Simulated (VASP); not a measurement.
Input of a VASP 6.6.1 run:

INCAR

```
SYSTEM = Tl
PREC     = Accurate       ! precision mode
ENCUT    = 520            ! plane-wave cutoff, eV
EDIFF    = 1E-7           ! SCF threshold, eV
ISMEAR   = -1             ! smearing method
SIGMA    = 0.1            ! smearing width, eV
LREAL    = .FALSE.        ! projectors in reciprocal space
LASPH    = .TRUE.         ! aspherical terms in the spheres
NELM     = 60             ! most SCF steps
ALGO     = Normal         ! electronic algorithm
ISIF     = 2              ! what is computed and relaxed
LWAVE    = .FALSE.        ! write WAVECAR
LCHARG   = .TRUE.         ! write CHGCAR
GGA      = PS             ! functional
LELF     = .TRUE.         ! ELF
LVHAR    = .TRUE.       
NBANDS   = 12             ! bands
```

The input KPOINTS:

```
regular mesh
0
G
  11 11 11
  0 0 0
```

POSCAR

```
Tl
1.0
    3.1807555816      0.0000000000      0.0000000000
    0.0000000000      3.1807555816      0.0000000000
    0.0000000000      0.0000000000      3.1807555816
Tl
1
Direct
    0.0000000000      0.0000000000      0.0000000000
```

Potentials or basis: VASP PAW PBE potentials, release 64 (Tl_d).

Launch:

```console
$ cat potpaw_PBE.64/Tl_d/POTCAR > POTCAR
$ mpirun -np 1 vasp_std > vasp.out
```

(1) Estimate the band gap on the k mesh.

(2) Predict the pressure.

Results:

(1) zero (an odd number of electrons rules out a gap without spin polarisation).

(2) -1.0 GPa.

Caveat: the PAW data sets were made with another functional, which shifts forces and pressure a little; spin-orbit coupling is left out, which moves the levels of the heavy elements.
